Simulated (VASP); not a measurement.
# C (a cell with a defect) in VASP: single point with PBEsol

Aim: the single point of C (a cell with a defect) with PBEsol.

All numbers are computed with VASP 6.6.1; they aren't measurements. Logs are shortened: lines on timing, memory, paths and dates and some standing lists are left out, and cuts for length are marked.

## 1. The cell of the first run

The cell holds a defect, 63 atoms: a = 7.140 Å, b = 7.140 Å, c = 7.140 Å, α = 90.00°, β = 90.00°, γ = 90.00°.

## 2. Single point, PBEsol

INCAR

```
SYSTEM = C
  PREC = Accurate
  ENCUT = 520
  EDIFF = 1E-6
  ISMEAR = 0
  SIGMA = 0.05
  LREAL = Auto
  LASPH = .TRUE.
  NELM = 120
  ALGO = Normal
  ISIF = 2
  LWAVE = .FALSE.
  LCHARG = .FALSE.
  GGA = PS
  NELECT = 254.0
  NBANDS = 163
  GGA_COMPAT = .FALSE.
```

KPOINTS

```
regular mesh
0
G
  2 2 2
  0 0 0
```

POSCAR

```
C
1.0
    7.1400000000      0.0000000000      0.0000000000
    0.0000000000      7.1400000000      0.0000000000
    0.0000000000      0.0000000000      7.1400000000
C
63
Direct
    0.5008064426     -0.0005672269     -0.0000768908
    0.6260543417      0.1263144258      0.1240922969
    0.7502724090      0.2484575630     -0.0008123249
    0.8758500000      0.3744106443      0.1242512605
    0.7493715686      0.0021691877      0.2509260504
    0.8755071429      0.1268815126      0.3725887955
   -0.0006518207     -0.0017890756     -0.0017500000
    0.1254659664      0.1242984594      0.1240696078
    0.2506189076      0.2496634454      0.0002007003
    0.3768001401      0.3758285714      0.1264585434
    0.5022105042      0.5011551821      0.0030424370
    0.6288092437      0.6272921569      0.1294365546
    0.7512911765      0.7503890756      0.0002095238
    0.8753742297      0.8743763305      0.1259983193
    0.2511750700     -0.0002001401      0.2499633053
    0.3741949580      0.1266504202      0.3759554622
    0.5015509804      0.2515946779      0.2512602241
    0.6268235294      0.3776669468      0.3769936975
    0.7548264706      0.5037116246      0.2550033613
    0.8889991597      0.6172841737      0.3715233894
    0.5003987395      0.0026016807      0.4991246499
    0.6234264706      0.1266368347      0.6250789916
    0.7506170868      0.2513460784      0.5001749300
    0.8751196078      0.3755970588      0.6247682073
    0.7470851541     -0.0049841737      0.7419519608
    0.8736577031      0.1215903361      0.8716743697
    0.0006137255      0.4996037815     -0.0005518207
    0.1275826331      0.6249022409      0.1243445378
    0.2505789916      0.7488977591      0.0002906162
    0.3769768908      0.8748028011      0.1262861345
    0.0013677871      0.2506813725      0.2492572829
    0.1280138655      0.3734439776      0.3760747899
    0.2529770308      0.5008571429      0.2516214286
    0.3790166667      0.6262921569      0.3779795518
    0.5076260504      0.7533000000      0.2578191877
    0.6235952381      0.8898731092      0.3761162465
   -0.0051906162     -0.0041656863      0.4954252101
    0.1221648459      0.1215401961      0.6229761905
    0.2487834734      0.2477637255      0.5001612045
    0.3732189076      0.3726854342      0.6254392157
    0.5023794118      0.5012621849      0.5047670868
    0.6161495798      0.6142830532      0.6357672269
    0.8642012605      0.8709648459      0.6065163866
    0.2485606443     -0.0020123249      0.7488236695
    0.3744679272      0.1239586835      0.8749369748
    0.4995476190      0.2501295518      0.7510946779
    0.6261952381      0.3737826331      0.8776245098
    0.7475925770      0.4999918768      0.7500424370
    0.8746382353      0.6242616246      0.8734659664
    0.0015676471      0.7474039216      0.2510343137
    0.1257406162      0.8740861345      0.3733729692
    0.0022317927      0.4995257703      0.4980995798
    0.1255488796      0.6236920168      0.6247809524
    0.2512528011      0.7501455182      0.5006089636
    0.3761382353      0.8743967787      0.6250415966
   -0.0012796919      0.2477529412      0.7484264706
    0.1247588235      0.3734822129      0.8745812325
    0.2501266106      0.4990438375      0.7507183473
    0.3747728291      0.6249138655      0.8775247899
    0.5009836134      0.7466152661      0.7498175070
    0.6247878151      0.8734917367      0.8734004202
   -0.0055858543      0.7473893557      0.7424068627
    0.1229462185      0.8728446779      0.8723837535
```

Potentials or basis: VASP PAW PBE potentials, release 64 (C).

Run with:

```
$ cat potpaw_PBE.64/C/POTCAR > POTCAR
$ mpirun -np 1 vasp_std > vasp.out
```

OUTCAR:

```text
SYSTEM = C
   PREC = Accurate
   ENCUT = 520
   EDIFF = 1E-6
   ISMEAR = 0
   LREAL = Auto
   LASPH = .TRUE.
   NELM = 120
   ISIF = 2
   GGA = PS
   NELECT = 254.0

 ion  position               nearest neighbor table
   1  0.501  0.999  1.000-  30 1.55  45 1.55   2 1.55  61 1.55
   2  0.626  0.126  0.124-   3 1.53   5 1.54   1 1.55  17 1.55
   3  0.750  0.248  0.999-  47 1.53   2 1.53   4 1.55  26 1.56
   4  0.876  0.374  0.124-  31 1.54  27 1.54   3 1.55  19 1.57
   5  0.749  0.002  0.251-  36 1.50   6 1.54   2 1.54  14 1.56
   6  0.876  0.127  0.373-   5 1.54  31 1.54  37 1.54  23 1.55
[... 11 lines left out ...]
  18  0.627  0.378  0.377-  23 1.54  41 1.55  19 1.55  17 1.55
  19  0.755  0.504  0.255-  20 1.51  12 1.55  18 1.55   4 1.57
  20  0.889  0.617  0.372-  52 1.48  50 1.50  19 1.51
  21  0.500  0.003  0.499-  36 1.48  22 1.54  16 1.54  55 1.56
  22  0.623  0.127  0.625-  25 1.54  21 1.54  46 1.54  23 1.55
[... 24 lines left out ...]
  47  0.626  0.374  0.878-   3 1.53  48 1.55  11 1.55  46 1.55
  48  0.748  0.500  0.750-  42 1.49  49 1.54  47 1.55  24 1.55
  49  0.875  0.624  0.873-  62 1.54  48 1.54  13 1.55  27 1.55
[... 12 lines left out ...]
  62  0.994  0.747  0.742-  53 1.54  49 1.54  63 1.58  43 1.61
  63  0.123  0.873  0.872-  44 1.54   7 1.55  29 1.56  62 1.58

  LATTYP: Found a simple cubic cell.
 ALAT       =     7.1400000000

  Lattice vectors:

 A1 = (   7.1400000000,   0.0000000000,   0.0000000000)
 A2 = (   0.0000000000,   7.1400000000,   0.0000000000)
 A3 = (   0.0000000000,   0.0000000000,   7.1400000000)

Analysis of symmetry for initial positions (statically):
=====================================================================
 Subroutine PRICEL returns:
 Original cell was already a primitive cell.

 Routine SETGRP: Setting up the symmetry group for a
 simple cubic supercell.

 Subroutine GETGRP returns: Found  1 space group operations
 (whereof  1 operations were pure point group operations)
 out of a pool of 48 trial point group operations.

The static configuration has the point symmetry C_1 .

Analysis of symmetry for dynamics (positions and initial velocities):
=====================================================================
 Subroutine PRICEL returns:
 Original cell was already a primitive cell.

 Routine SETGRP: Setting up the symmetry group for a
 simple cubic supercell.

 Subroutine GETGRP returns: Found  1 space group operations
 (whereof  1 operations were pure point group operations)
 out of a pool of 48 trial point group operations.

The dynamic configuration has the point symmetry C_1 .

 Subroutine INISYM returns: Found  1 space group operations
 (whereof  1 operations are pure point group operations),
 and found     1 'primitive' translations

----------------------------------------------------------------------------------------

                                     Primitive cell

  volume of cell :     363.9943

  direct lattice vectors                    reciprocal lattice vectors
     7.140000000  0.000000000  0.000000000     0.140056022  0.000000000  0.000000000
     0.000000000  7.140000000  0.000000000     0.000000000  0.140056022  0.000000000
     0.000000000  0.000000000  7.140000000     0.000000000  0.000000000  0.140056022

  length of vectors
     7.140000000  7.140000000  7.140000000     0.140056022  0.140056022  0.140056022

  position of ions in fractional coordinates (direct lattice)
     0.500806443  0.999432773  0.999923109
     0.626054342  0.126314426  0.124092297
     0.750272409  0.248457563  0.999187675
     0.875850000  0.374410644  0.124251261
     0.749371569  0.002169188  0.250926050
     0.875507143  0.126881513  0.372588796
[... 55 lines left out ...]
     0.994414146  0.747389356  0.742406863
     0.122946218  0.872844678  0.872383754

  ion indices of the primitive-cell ions
   primitive index   ion index
                 1           1
                 2           2
                 3           3
                 4           4
                 5           5
                 6           6
[... 55 lines left out ...]
                62          62
                63          63

----------------------------------------------------------------------------------------

 KPOINTS: regular mesh

Automatic generation of k-mesh.
 Grid dimensions read from file:
 generate k-points for:    2    2    2

 Generating k-lattice:

  Cartesian coordinates                     Fractional coordinates (reciprocal lattice)
     0.070028011  0.000000000  0.000000000     0.500000000  0.000000000  0.000000000
     0.000000000  0.070028011  0.000000000     0.000000000  0.500000000  0.000000000
     0.000000000  0.000000000  0.070028011     0.000000000  0.000000000  0.500000000

  Length of vectors
     0.070028011  0.070028011  0.070028011

  Shift w.r.t. Gamma in fractional coordinates (k-lattice)
     0.000000000  0.000000000  0.000000000

 Subroutine IBZKPT returns following result:
 ===========================================

 Found      8 irreducible k-points:

 Following reciprocal coordinates:
            Coordinates               Weight
  0.000000  0.000000  0.000000      1.000000
  0.500000  0.000000  0.000000      1.000000
  0.000000  0.500000  0.000000      1.000000
  0.000000  0.000000  0.500000      1.000000
  0.500000  0.500000  0.000000      1.000000
  0.000000  0.500000  0.500000      1.000000
  0.500000  0.000000  0.500000      1.000000
  0.500000  0.500000  0.500000      1.000000
   k-points           NKPTS =      8   k-points in BZ     NKDIM =      8   number of bands    NBANDS=    163
   number of dos      NEDOS =    301   number of ions     NIONS =     63
   total plane-waves  NPLWV = 157464
   dimension x,y,z NGX =    54 NGY =   54 NGZ =   54
   dimension x,y,z NGXF=   108 NGYF=  108 NGZF=  108
   ions per type =              63
   NGX,Y,Z   is equivalent  to a cutoff of  12.57, 12.57, 12.57 a.u.
   NGXF,Y,Z  is equivalent  to a cutoff of  25.15, 25.15, 25.15 a.u.
 SYSTEM =  C
   PREC   = accura    normal or accurate (medium, high low for compatibility)
   ISTART =      0    job   : 0-new  1-cont  2-samecut
   ICHARG =      2    charge: 1-file 2-atom 10-const
   ISPIN  =      1    spin polarized calculation?
   LNONCOLLINEAR =      F non collinear calculations
   LSORBIT =      F    spin-orbit coupling
   LASPH  =      T    aspherical Exc in radial PAW
   ENCUT  =  520.0 eV  38.22 Ry    6.18 a.u.  13.28 13.28 13.28*2*pi/ulx,y,z
   NELM   =    120;   NELMIN=  2; NELMDL= -5     # of ELM steps
   EDIFF  = 0.1E-05   stopping-criterion for ELM
   LREAL  =      T    real-space projection
   EDIFFG = 0.1E-04   stopping-criterion for IOM
   NSW    =      0    number of steps for IOM
   IBRION =     -1    ionic relax: 0-MD 1-quasi-New 2-CG
   NFREE  =      0    steps in history (QN), initial steepest desc. (CG)
   ISIF   =      2    stress and relaxation
   ISYM   =      2    0-nonsym 1-usesym 2-fastsym
   POTIM  = 0.5000    time-step for ionic-motion
   TEBEG  =    0.0;   TEEND  =   0.0 temperature during run
   PSTRESS=    0.0 pullay stress
   NELECT =     254.0000    total number of electrons
   NUPDOWN=      -1.0000    fix difference up-down
   EMIN   =  10.00;   EMAX   =-10.00  energy-range for DOS
   EFERMI =   0.00;   METHOD = LEGACY
   ISMEAR =     0;   SIGMA  =   0.05  broadening in eV -4-tet -1-fermi 0-gaus
   EFERMI_NEDOS =   21; number of points for ismear=-14 and -15
   IALGO  =     38    algorithm
   IMIX   =      4    mixing-type and parameters
     AMIX     =   0.40;   BMIX     =  1.00
     AMIX_MAG =   1.60;   BMIX_MAG =  1.00
  volume/ion in A,a.u.               =       5.78        38.99
  Fermi-wavevector in a.u.,A,eV,Ry     =   1.452071  2.744016 28.688024  2.108510
  Thomas-Fermi vector in A             =   2.569495
   LORBIT       =      0    0 simple, 1 ext, 2 COOP (PROOUT), +10 PAW based schemes
   GGA     = PS    functional components
   LHFCALC =     F    Hartree Fock is set to
   AEXX    =    0.0000 exact exchange contribution
   IVDW    =     0    specifies the selected vdW correction
   LEPSILON=     F    determine dielectric tensor
   LRPA    =     F    only Hartree local field effects (RPA)
 non-spin polarized calculation
 Gauss-broadening in eV      SIGMA  =   0.05
  energy-cutoff  :      520.00
  volume of cell :      363.99
 maximum number of plane-waves:      9808
 NGX is ok and might be reduce to    54
   NGX = 27   NGY = 27   NGZ = 27

 number of electron     253.9999997 magnetization

 Free energy of the ion-electron system (eV)
  ---------------------------------------------------
  ext. energy  EPLUGINS =         0.00000000
  ---------------------------------------------------
  free energy    TOTEN  =      -576.32592644 eV

  energy without entropy =     -576.31548789  energy(sigma->0) =     -576.32070717

 E-fermi :  11.8523     XC(G=0): -13.3788

 val. band max:       11.8428794972   @ k =   0.5000   0.5000   0.5000
 cond. band min:      11.8558998897   @ k =   0.5000   0.5000   0.0000
 fundamental gap:      0.0130203926
 Fermi energy:        11.8522914908

 k-point     1 :       0.0000    0.0000    0.0000
  band No.  band energies     occupation
      1     -12.0837      2.00000
      2      -9.9024      2.00000
      3      -9.8946      2.00000
      4      -9.8367      2.00000
      5      -9.8246      2.00000
      6      -9.7666      2.00000
[... 1125 lines left out ...]
    138      15.2468      0.00000
    139      15.2565      0.00000
 [bands above 139 left out]

------------------------ aborting loop because EDIFF is reached ----------------------------------------

  FORCE on cell =-STRESS in cart. coord.  units (eV):
  Direction    XX          YY          ZZ          XY          YZ          ZX
  --------------------------------------------------------------------------------------
  -------------------------------------------------------------------------------------
  Total       17.8710661     23.1952984      9.3844254     -3.1295672     -4.7144670     -6.5381590
  in kB       78.6622579    102.0976890     41.3069978    -13.7752734    -20.7514545    -28.7787168
  external PRESSURE =      74.0223149 kB  Pullay stress =       0.0000000 kB

 VOLUME and BASIS-vectors are now :
 -----------------------------------------------------------------------------
  energy-cutoff  :      520.00
  volume of cell :      363.99
      direct lattice vectors                 reciprocal lattice vectors
     7.140000000  0.000000000  0.000000000     0.140056022  0.000000000  0.000000000
     0.000000000  7.140000000  0.000000000     0.000000000  0.140056022  0.000000000
     0.000000000  0.000000000  7.140000000     0.000000000  0.000000000  0.140056022

 POSITION                                       TOTAL-FORCE (eV/Angst)
 -----------------------------------------------------------------------------------
      3.57576      7.13595      7.13945         0.008624     -0.023529     -0.043958
      4.47003      0.90189      0.88602         0.002053     -0.044270      0.008359
      5.35695      1.77399      7.13420         0.020283     -0.007236     -0.007941
      6.25357      2.67329      0.88715        -0.050316     -0.043946     -0.057966
      5.35051      0.01549      1.79161        -0.047981     -0.160246      0.108022
      6.25112      0.90593      2.66028        -0.031777     -0.081803      0.106428
[... 55 lines left out ...]
      7.10012      5.33636      5.30078        -0.209136      0.319044     -0.218200
      0.87784      6.23211      6.22882         0.012202      0.044426      0.026865
 -----------------------------------------------------------------------------------
    total drift:                               -0.005618      0.057343     -0.010911

  FREE ENERGIE OF THE ION-ELECTRON SYSTEM (eV)
  ---------------------------------------------------
  free  energy   TOTEN  =      -576.3259264403 eV

  energy  without entropy=     -576.3154878933  energy(sigma->0) =     -576.32070717
```

Run time: 21 min. Hardware: 1 thread of Intel Xeon Platinum 8488C (Sapphire Rapids), shared host; peak memory 0.56 GiB.

What came out:

```
Free energy   : -576.3259 eV
Largest force : 2.538 eV/Å
```

Forces on the atoms (eV/Å):
```
C    0.009 -0.024 -0.044
C    0.002 -0.044  0.008
C    0.020 -0.007 -0.008
C   -0.050 -0.044 -0.058
C   -0.048 -0.160  0.108
C   -0.032 -0.082  0.106
C   -0.012  0.009  0.056
C   -0.023 -0.019  0.016
C    0.007  0.006 -0.004
C   -0.018 -0.014 -0.031
C   -0.013 -0.009 -0.036
C   -0.047 -0.017 -0.032
C   -0.048 -0.039 -0.003
C   -0.037 -0.019  0.051
C   -0.041 -0.017  0.000
C   -0.019 -0.009 -0.007
C   -0.014 -0.040 -0.013
C   -0.046 -0.074 -0.054
C   -0.038 -0.128 -0.080
C   -0.134 -0.402 -0.133
C   -0.007 -0.116 -0.051
C    0.083 -0.090 -0.068
C   -0.016 -0.043 -0.024
C    0.025 -0.028  0.006
C    0.292  0.049  0.085
C    0.012  0.101  0.125
C   -0.034  0.044 -0.047
C   -0.070  0.004  0.005
C   -0.074  0.029 -0.081
C   -0.103 -0.044 -0.109
C   -0.032 -0.049  0.008
C   -0.009 -0.038 -0.018
C   -0.042 -0.009 -0.025
C   -0.063 -0.037 -0.066
C   -0.151  0.009 -0.120
C   -0.542 -0.142 -0.353
C    0.262  0.210  0.298
C    0.190  0.185 -0.016
C    0.042  0.043  0.000
C   -0.023 -0.020 -0.063
C   -0.095 -0.114 -0.068
C   -0.170 -0.274 -0.223
C    1.576  1.026  1.704
C    0.044  0.029 -0.011
C    0.030 -0.005 -0.002
C    0.029 -0.043 -0.037
C   -0.023 -0.019 -0.031
C   -0.005 -0.018 -0.118
C   -0.093  0.053 -0.071
C   -0.158  0.002  0.121
C   -0.035 -0.009  0.083
C   -0.071 -0.064 -0.029
C   -0.083  0.050 -0.107
C   -0.016 -0.028 -0.043
C   -0.001  0.013 -0.020
C    0.031  0.049  0.014
C   -0.001  0.043  0.000
C   -0.044  0.049 -0.035
C   -0.001 -0.014 -0.067
C    0.059  0.027 -0.161
C    0.062 -0.040 -0.038
C   -0.209  0.319 -0.218
C    0.012  0.044  0.027
```

Caveat: the k points lie up to 0.44 Å⁻¹ apart; the cell carries a net charge on a neutralising background, which shifts energy and pressure; the cell is charged against a uniform background, so pressure and absolute levels hang on convention; the PAW data sets were made with another functional, which shifts forces and pressure a little.
